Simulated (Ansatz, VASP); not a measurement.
# BN: VASP beside Ansatz

```
B N
1.0
     0.00000    1.83029    1.83029
     1.83029    0.00000    1.83029
     1.83029    1.83029    0.00000
B N
1 1
Direct
  0.25000 0.25000 0.25000
  0.50000 0.50000 0.50000
```

Alike in both runs: task single point; functional PBE; k mesh 12 × 12 × 12; occupations gaussian, width 0.02 eV; no spin polarisation.

|  | VASP | Ansatz |
| --- | --- | --- |
| version | VASP 6.6.1 | Ansatz 0.2.0 |
| potentials or method | VASP PAW PBE potentials, release 64 (B, N), cutoff 520 eV | scalar-relativistic, plane waves, PAW |
| valence electrons in the cell | 8 | 8 |

```csv
,VASP,Ansatz,Ansatz less VASP
gap on the k mesh at the Fermi level (eV),4.42,4.43,+0.011
least direct gap on the mesh (eV),8.64,8.65,+0.010
pressure (GPa),-10.2,-10.4,-0.14
```
